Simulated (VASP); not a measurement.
# MoS2 (P-3m1) in VASP: further runs, part 2 of 3

VASP 6.6.1.

### Step 3. Single point, PBEsol

Contents of INCAR:

```
PREC     = Accurate       # precision mode
ENCUT    = 520            # plane-wave cutoff, eV
EDIFF    = 1E-7           # SCF threshold, eV
ISMEAR   = 1              # smearing method
SIGMA    = 0.2            # smearing width, eV
LREAL    = False          # projectors in reciprocal space
LASPH    = True           # aspherical terms in the spheres
NELM     = 60             # most SCF steps
ALGO     = Normal         # electronic algorithm
ISIF     = 2              # what is computed and relaxed
LWAVE    = False          # write WAVECAR
LCHARG   = False          # write CHGCAR
GGA      = PS             # functional
NBANDS   = 20             # bands
```

Contents of KPOINTS:

```
Automatic mesh
0
Gamma
  11 11 5
```

Contents of POSCAR:

```
MoS2
1.0
    3.2274645600      0.0000000000      0.0000000000
   -1.6137322800      2.7950663000      0.0000000000
    0.0000000000      0.0000000000      6.3124734200
Mo S
1 2
Direct
    0.0000000000      0.0000000000      0.5000000000
    0.3333333333      0.6666666667      0.2553193200
    0.6666666667      0.3333333333      0.7446806800
```

Potentials or basis: VASP PAW PBE potentials, release 64 (Mo_sv, S).

Started as:

```bash
$ cat potpaw_PBE.64/Mo_sv/POTCAR potpaw_PBE.64/S/POTCAR > POTCAR
$ mpirun -np 1 vasp_std > vasp.out
```

OUTCAR:

```text
PREC = Accurate
   ENCUT = 520
   EDIFF = 1E-7
   ISMEAR = 1
   LREAL = False
   LASPH = True
   NELM = 60
   ISIF = 2
   GGA = PS

 ion  position               nearest neighbor table
   1  0.000  0.000  0.500-   2 2.42   3 2.42   3 2.42   2 2.42   3 2.42   2 2.42
   2  0.333  0.667  0.255-   1 2.42   1 2.42   1 2.42
   3  0.667  0.333  0.745-   1 2.42   1 2.42   1 2.42

  LATTYP: Found a hexagonal cell.
 ALAT       =     3.2274645600
 C/A-ratio  =     1.9558614208

  Lattice vectors:

 A1 = (   3.2274645600,   0.0000000000,   0.0000000000)
 A2 = (  -1.6137322800,   2.7950663000,   0.0000000000)
 A3 = (   0.0000000000,   0.0000000000,   6.3124734200)

Analysis of symmetry for initial positions (statically):
=====================================================================
 Subroutine PRICEL returns:
 Original cell was already a primitive cell.

 Routine SETGRP: Setting up the symmetry group for a
 hexagonal supercell.

 Subroutine GETGRP returns: Found 12 space group operations
 (whereof 12 operations were pure point group operations)
 out of a pool of 24 trial point group operations.

The static configuration has the point symmetry D_3d.

Analysis of symmetry for dynamics (positions and initial velocities):
=====================================================================
 Subroutine PRICEL returns:
 Original cell was already a primitive cell.

 Routine SETGRP: Setting up the symmetry group for a
 hexagonal supercell.

 Subroutine GETGRP returns: Found 12 space group operations
 (whereof 12 operations were pure point group operations)
 out of a pool of 24 trial point group operations.

The dynamic configuration has the point symmetry D_3d.

 Subroutine INISYM returns: Found 12 space group operations
 (whereof 12 operations are pure point group operations),
 and found     1 'primitive' translations

----------------------------------------------------------------------------------------

                                     Primitive cell

  volume of cell :      56.9447

  direct lattice vectors                    reciprocal lattice vectors
     3.227464560  0.000000000  0.000000000     0.309840738  0.178886633  0.000000000
    -1.613732280  2.795066300  0.000000000     0.000000000  0.357773266  0.000000000
     0.000000000  0.000000000  6.312473420     0.000000000  0.000000000  0.158416509

  length of vectors
     3.227464560  3.227464561  6.312473420     0.357773267  0.357773266  0.158416509

  position of ions in fractional coordinates (direct lattice)
     0.000000000  0.000000000  0.500000000
     0.333333333  0.666666667  0.255319320
     0.666666667  0.333333333  0.744680680

  ion indices of the primitive-cell ions
   primitive index   ion index
                 1           1
                 2           2
                 3           3

----------------------------------------------------------------------------------------

 KPOINTS: Automatic mesh

Automatic generation of k-mesh.
 Grid dimensions read from file:
 generate k-points for:   11   11    5

 Generating k-lattice:

  Cartesian coordinates                     Fractional coordinates (reciprocal lattice)
     0.028167340  0.016262421  0.000000000     0.090909091 -0.000000000  0.000000000
     0.000000000  0.032524842  0.000000000     0.000000000  0.090909091  0.000000000
     0.000000000  0.000000000  0.031683302     0.000000000  0.000000000  0.200000000

  Length of vectors
     0.032524842  0.032524842  0.031683302

  Shift w.r.t. Gamma in fractional coordinates (k-lattice)
     0.000000000  0.000000000  0.000000000

 Subroutine IBZKPT returns following result:
 ===========================================

 Found     68 irreducible k-points:

 Following reciprocal coordinates:
            Coordinates               Weight
  0.000000  0.000000  0.000000      1.000000
  0.090909  0.000000  0.000000      6.000000
  0.181818  0.000000  0.000000      6.000000
  0.272727  0.000000  0.000000      6.000000
  0.363636  0.000000  0.000000      6.000000
  0.454545 -0.000000  0.000000      6.000000
[... 16 lines left out ...]
  0.000000  0.272727  0.200000      6.000000
  0.363636  0.000000  0.200000      6.000000
 [... further k-points ...]
   k-points           NKPTS =     68   k-points in BZ     NKDIM =     68   number of bands    NBANDS=     20
   number of dos      NEDOS =    301   number of ions     NIONS =      3
   total plane-waves  NPLWV =  27648
   dimension x,y,z NGX =    24 NGY =   24 NGZ =   48
   dimension x,y,z NGXF=    48 NGYF=   48 NGZF=   96
   ions per type =               1   2
   NGX,Y,Z   is equivalent  to a cutoff of  12.36, 12.36, 12.64 a.u.
   NGXF,Y,Z  is equivalent  to a cutoff of  24.72, 24.72, 25.28 a.u.
 SYSTEM =  unknown system
   PREC   = accura    normal or accurate (medium, high low for compatibility)
   ISTART =      0    job   : 0-new  1-cont  2-samecut
   ICHARG =      2    charge: 1-file 2-atom 10-const
   ISPIN  =      1    spin polarized calculation?
   LNONCOLLINEAR =      F non collinear calculations
   LSORBIT =      F    spin-orbit coupling
   LASPH  =      T    aspherical Exc in radial PAW
   ENCUT  =  520.0 eV  38.22 Ry    6.18 a.u.   6.00  6.00 11.74*2*pi/ulx,y,z
   NELM   =     60;   NELMIN=  2; NELMDL= -5     # of ELM steps
   EDIFF  = 0.1E-06   stopping-criterion for ELM
   LREAL  =      F    real-space projection
   EDIFFG = 0.1E-05   stopping-criterion for IOM
   NSW    =      0    number of steps for IOM
   IBRION =     -1    ionic relax: 0-MD 1-quasi-New 2-CG
   NFREE  =      0    steps in history (QN), initial steepest desc. (CG)
   ISIF   =      2    stress and relaxation
   ISYM   =      2    0-nonsym 1-usesym 2-fastsym
   POTIM  = 0.5000    time-step for ionic-motion
   TEBEG  =    0.0;   TEEND  =   0.0 temperature during run
   PSTRESS=    0.0 pullay stress
   NELECT =      26.0000    total number of electrons
   NUPDOWN=      -1.0000    fix difference up-down
   EMIN   =  10.00;   EMAX   =-10.00  energy-range for DOS
   EFERMI =   0.00;   METHOD = LEGACY
   ISMEAR =     1;   SIGMA  =   0.20  broadening in eV -4-tet -1-fermi 0-gaus
   EFERMI_NEDOS =   21; number of points for ismear=-14 and -15
   IALGO  =     38    algorithm
   IMIX   =      4    mixing-type and parameters
     AMIX     =   0.40;   BMIX     =  1.00
     AMIX_MAG =   1.60;   BMIX_MAG =  1.00
  volume/ion in A,a.u.               =      18.98       128.09
  Fermi-wavevector in a.u.,A,eV,Ry     =   1.260612  2.382212 21.621610  1.589144
  Thomas-Fermi vector in A             =   2.394113
   LORBIT       =      0    0 simple, 1 ext, 2 COOP (PROOUT), +10 PAW based schemes
   GGA     = PS    functional components
   LHFCALC =     F    Hartree Fock is set to
   AEXX    =    0.0000 exact exchange contribution
   IVDW    =     0    specifies the selected vdW correction
   LEPSILON=     F    determine dielectric tensor
   LRPA    =     F    only Hartree local field effects (RPA)
 non-spin polarized calculation
 Methfessel and Paxton  Order N= 1 SIGMA  =   0.20
  energy-cutoff  :      520.00
  volume of cell :       56.94
 maximum number of plane-waves:      1557
   NGX = 13   NGY = 13   NGZ = 23

 number of electron      26.0000001 magnetization

 Free energy of the ion-electron system (eV)
  ---------------------------------------------------
  ext. energy  EPLUGINS =         0.00000000
  ---------------------------------------------------
  free energy    TOTEN  =       -22.56306725 eV

  energy without entropy =      -22.56228486  energy(sigma->0) =      -22.56280645

 E-fermi :   6.8927     XC(G=0): -10.6246

 val. band max:        6.8578163935   @ k =   0.1818   0.1818   0.4000
 cond. band min:       6.9225111668   @ k =   0.0909   0.0000   0.2000
 fundamental gap:      0.0646947733
 Fermi energy:         6.8926992652

 k-point     1 :       0.0000    0.0000    0.0000
  band No.  band energies     occupation
      1     -54.8562      2.00000
      2     -28.9198      2.00000
      3     -28.8889      2.00000
      4     -28.8889      2.00000
      5      -7.9866      2.00000
      6      -6.5234      2.00000
[... 12 lines left out ...]
     19      12.9044      0.00000
     20      16.3847      0.00000
[... 507 lines left out ...]
 k-point    24 :       0.3636    0.0000    0.2000
  band No.  band energies     occupation
      1     -54.8299      2.00000
      2     -29.1609      2.00000
      3     -28.9520      2.00000
      4     -28.8652      2.00000
      5      -6.6016      2.00000
      6      -6.0183      2.00000
[... 12 lines left out ...]
     19      13.2567      0.00000
     20      15.9121      0.00000

 [... further k-points ...]

------------------------ aborting loop because EDIFF is reached ----------------------------------------

  FORCE on cell =-STRESS in cart. coord.  units (eV):
  Direction    XX          YY          ZZ          XY          YZ          ZX
  --------------------------------------------------------------------------------------
  -------------------------------------------------------------------------------------
  Total       -1.6234120     -1.6234120     -0.3387849      0.0000000      0.0000000      0.0000000
  in kB      -45.6758000    -45.6758001     -9.5319438      0.0000000      0.0000000      0.0000000
  external PRESSURE =     -33.6278479 kB  Pullay stress =       0.0000000 kB

 VOLUME and BASIS-vectors are now :
 -----------------------------------------------------------------------------
  energy-cutoff  :      520.00
  volume of cell :       56.94
      direct lattice vectors                 reciprocal lattice vectors
     3.227464560  0.000000000  0.000000000     0.309840738  0.178886633  0.000000000
    -1.613732280  2.795066300  0.000000000     0.000000000  0.357773266  0.000000000
     0.000000000  0.000000000  6.312473420     0.000000000  0.000000000  0.158416509

 POSITION                                       TOTAL-FORCE (eV/Angst)
 -----------------------------------------------------------------------------------
      0.00000      0.00000      3.15624         0.000000      0.000000      0.000000
     -0.00000      1.86338      1.61170         0.000000     -0.000000     -0.014952
      1.61373      0.93169      4.70078        -0.000000      0.000000      0.014952
 -----------------------------------------------------------------------------------
    total drift:                                0.000000     -0.000000      0.000000

  FREE ENERGIE OF THE ION-ELECTRON SYSTEM (eV)
  ---------------------------------------------------
  free  energy   TOTEN  =       -22.5630672456 eV

  energy  without entropy=      -22.5622848640  energy(sigma->0) =      -22.56280645
```

It took 55 s on 1 thread of Intel Xeon Platinum 8375C at 2.90GHz (Ice Lake), shared host; peak memory 0.21 GiB.

What came out:

```
Free energy            : -22.5631 eV
Pressure               : -3.4 GPa
Largest force          : 0.015 eV/Å
Band gap on the k mesh : zero (band 13 reaches 7.16 eV, above the bottom of band 14 at 6.47 eV)
```

Forces on the atoms (eV/Å):
```
Mo   0.000  0.000  0.000
S    0.000  0.000 -0.015
S    0.000  0.000  0.015
```

Levels at points of the mesh, in eV from the Fermi level:
| k point | band 10 | band 11 | band 12 | band 13 | band 14 | band 15 | band 16 | band 17 |
| --- | --- | --- | --- | --- | --- | --- | --- | --- |
| (0.00, 0.00, 0.00) | -1.89 | -1.15 | -1.02 | -1.02 | -0.36 | -0.36 | 3.15 | 3.15 |

Caveat: the PAW data sets were made with another functional, which shifts forces and pressure a little; this functional lacks dispersion, which binds the layers, so the pressure and a relaxed spacing across them are unreliable.

### Step 4. Single point, PBEsol

Contents of INCAR:

```
SYSTEM = MoS2
PREC = Accurate ; ENCUT = 520
EDIFF = 1E-6 ; ISMEAR = 1
SIGMA = 0.1 ; LREAL = .FALSE.
LASPH = .TRUE. ; NELM = 60
ALGO = Normal ; ISIF = 2
LWAVE = .FALSE. ; LCHARG = .TRUE.
GGA = PS ; LELF = .TRUE.
LVHAR = .TRUE. ; NBANDS = 20
```

Contents of KPOINTS:

```
regular mesh
0
G
  11 11 5
  0 0 0
```

POSCAR is that of step 3.

Potentials or basis: VASP PAW PBE potentials, release 64 (Mo_sv, S).

Started as:

```bash
$ cat potpaw_PBE.64/Mo_sv/POTCAR potpaw_PBE.64/S/POTCAR > POTCAR
$ mpirun -np 1 vasp_std > vasp.out
```

OUTCAR:

```text
SYSTEM = MoS2
   PREC = Accurate
   ENCUT = 520
   EDIFF = 1E-6
   ISMEAR = 1
   LREAL = .FALSE.
   LASPH = .TRUE.
   NELM = 60
   ISIF = 2
   GGA = PS

 ion  position               nearest neighbor table
   1  0.000  0.000  0.500-   2 2.42   3 2.42   3 2.42   2 2.42   3 2.42   2 2.42
   2  0.333  0.667  0.255-   1 2.42   1 2.42   1 2.42
   3  0.667  0.333  0.745-   1 2.42   1 2.42   1 2.42

  LATTYP: Found a hexagonal cell.
 ALAT       =     3.2274645600
 C/A-ratio  =     1.9558614208

  Lattice vectors:
[... 743 lines left out ...]

  FORCE on cell =-STRESS in cart. coord.  units (eV):
  Direction    XX          YY          ZZ          XY          YZ          ZX
  --------------------------------------------------------------------------------------
  -------------------------------------------------------------------------------------
  Total       -1.6531718     -1.6531718     -0.3106863     -0.0000000      0.0000000      0.0000000
  in kB      -46.5131149    -46.5131150     -8.7413692     -0.0000000      0.0000000      0.0000000
  external PRESSURE =     -33.9225330 kB  Pullay stress =       0.0000000 kB

 VOLUME and BASIS-vectors are now :
 -----------------------------------------------------------------------------
  energy-cutoff  :      520.00
  volume of cell :       56.94
      direct lattice vectors                 reciprocal lattice vectors
     3.227464560  0.000000000  0.000000000     0.309840738  0.178886633  0.000000000
    -1.613732280  2.795066300  0.000000000     0.000000000  0.357773266  0.000000000
     0.000000000  0.000000000  6.312473420     0.000000000  0.000000000  0.158416509

 POSITION                                       TOTAL-FORCE (eV/Angst)
 -----------------------------------------------------------------------------------
      0.00000      0.00000      3.15624         0.000000     -0.000000      0.000000
     -0.00000      1.86338      1.61170         0.000000     -0.000000     -0.027934
      1.61373      0.93169      4.70078        -0.000000      0.000000      0.027934
 -----------------------------------------------------------------------------------
    total drift:                                0.000000     -0.000000      0.000000

  FREE ENERGIE OF THE ION-ELECTRON SYSTEM (eV)
  ---------------------------------------------------
  free  energy   TOTEN  =       -22.5623531424 eV

  energy  without entropy=      -22.5619031903  energy(sigma->0) =      -22.56220316
```

OSZICAR:

```text
N       E                     dE             d eps       ncg     rms          rms(c)
DAV:   1     0.194886887329E+03    0.19489E+03   -0.14866E+04  2880   0.122E+03
DAV:   2    -0.162612740199E+02   -0.21115E+03   -0.20602E+03  3328   0.315E+02
DAV:   3    -0.241204269810E+02   -0.78592E+01   -0.77793E+01  3420   0.579E+01
DAV:   4    -0.242158420434E+02   -0.95415E-01   -0.95322E-01  3344   0.668E+00
DAV:   5    -0.242172027520E+02   -0.13607E-02   -0.13606E-02  3388   0.791E-01    0.234E+01
DAV:   6    -0.231341307107E+02    0.10831E+01   -0.14686E+01  2828   0.211E+01    0.915E+00
DAV:   7    -0.227378996972E+02    0.39623E+00   -0.66284E+00  2808   0.132E+01    0.600E+00
DAV:   8    -0.225630355556E+02    0.17486E+00   -0.88925E-01  2988   0.520E+00    0.173E+00
DAV:   9    -0.225639014382E+02   -0.86588E-03   -0.28801E-02  3224   0.103E+00    0.602E-01
DAV:  10    -0.225625751751E+02    0.13263E-02   -0.16044E-02  2980   0.775E-01    0.182E-01
DAV:  11    -0.225624118881E+02    0.16329E-03   -0.77967E-04  3144   0.181E-01    0.728E-02
DAV:  12    -0.225623411628E+02    0.70725E-04   -0.23057E-04  3080   0.894E-02    0.523E-02
DAV:  13    -0.225623539057E+02   -0.12743E-04   -0.69955E-05  2952   0.471E-02    0.185E-02
DAV:  14    -0.225623531424E+02    0.76331E-06   -0.59074E-06  3260   0.134E-02
   1 F= -.22562353E+02 E0= -.22562203E+02  d E =-.449952E-03
```

Run time: 53 s. Hardware: 1 thread of Intel Xeon Platinum 8375C at 2.90GHz (Ice Lake), shared host; peak memory 0.21 GiB.

Results:

| Quantity | Value |
| --- | --- |
| Free energy | -22.5624 eV |
| Pressure | -3.4 GPa |
| Largest force | 0.028 eV/Å |
| Band gap on the k mesh | zero (band 13 reaches 7.16 eV, above the bottom of band 14 at 6.47 eV) |

Forces in eV/Å, atoms in the order of the input:
```
Mo   0.000  0.000  0.000
S    0.000  0.000 -0.028
S    0.000  0.000  0.028
```

Levels at points of the mesh, in eV from the Fermi level:
| k point | band 11 | band 12 | band 13 | band 14 | band 15 | band 16 |
| --- | --- | --- | --- | --- | --- | --- |
| (0.00, 0.00, 0.00) | -1.16 | -1.03 | -1.03 | -0.37 | -0.37 | 3.14 |

Caveat: the PAW data sets were made with another functional, which shifts forces and pressure a little; this functional lacks dispersion, which binds the layers, so the pressure and a relaxed spacing across them are unreliable.

(Part 2 of 3 ends here.)
